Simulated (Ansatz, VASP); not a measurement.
## Two plane-wave programs on Mg2C3

File INCAR:

```
SYSTEM = Mg2C3
ALGO = Normal ; EDIFF = 1E-6
ENCUT = 520 ; GGA = PS
ISIF = 2 ; ISMEAR = 0
LASPH = .TRUE. ; LCHARG = .FALSE.
LREAL = .FALSE. ; LWAVE = .FALSE.
NBANDS = 16 ; NELM = 60
PREC = Accurate ; SIGMA = 0.02
```

The input KPOINTS:

```
k-points
0
G
  10 10 6
  0 0 0
```

File POSCAR:

```
Mg2C3
1.0
    2.1899500876     -2.0840419640      0.0572967699
    2.1899500876      2.0840419640      0.0572967699
   -0.9971364245      0.0000000000      4.3742041432
Mg C
2 3
Direct
    0.8090616164      0.8090616164      0.2080868490
    0.1909383836      0.1909383836      0.7919131510
    0.2888704313      0.2888704313      0.2565377205
    0.7111295687      0.7111295687      0.7434622795
    0.5000000000      0.5000000000      0.5000000000
```

Input for Ansatz:

```yaml
crystal:
  lattice:
    - [2.1899500876, -2.084041964, 0.0572967699]
    - [2.1899500876, 2.084041964, 0.0572967699]
    - [-0.9971364245, 0.0, 4.3742041432]
  atoms:
    - { symbol: Mg, position: [0.8090616164, 0.8090616164, 0.208086849] }
    - { symbol: Mg, position: [0.1909383836, 0.1909383836, 0.791913151] }
    - { symbol: C, position: [0.2888704313, 0.2888704313, 0.2565377205] }
    - { symbol: C, position: [0.7111295687, 0.7111295687, 0.7434622795] }
    - { symbol: C, position: [0.5, 0.5, 0.5] }
basis:
  ecutwfc: 420
kpoints:
  mp_grid: { grid: [10, 10, 6] }
  band_path: { path: [VBM, CBM], npoints: 2 }
hamiltonian:
  xc: pbesol
scf:
  occupations: { method: gaussian, width: 0.02 }
output:
  forces: true
  stress: true
  eigenvalues: true
checkpoint:
  read: start.run
  write: ck
  compress: false
  write_wavefunctions: false
  write_every: 100000
```

Alike in both runs: task single point; functional PBEsol; k mesh 10 × 10 × 6; occupations gaussian, width 0.02 eV; no spin polarisation.

|  | VASP | Ansatz |
| --- | --- | --- |
| version | VASP 6.6.1 | Ansatz 0.2.0 |
| potentials or method | VASP PAW PBE potentials, release 64 (Mg, C), cutoff 520 eV | scalar-relativistic, plane waves, PAW |
| valence electrons in the cell | 16 | 32 |

Ansatz gave:

- gap on the k mesh at the Fermi level (eV): 1.69
- least direct gap on the mesh (eV): 2.90
- rms of the force components (eV/Å): 0.000

Estimate VASP's values.

gap on the k mesh at the Fermi level (eV): 1.69; least direct gap on the mesh (eV): 2.91; rms of the force components (eV/Å): 0.011.

VASP's potentials were made for PBE, not for PBEsol. Atom by atom the forces differ by 0.011 eV/Å (rms over components). VASP's potentials hold 16 valence electrons a cell and Ansatz's 32, so a difference there can come from the potentials and not from the codes.
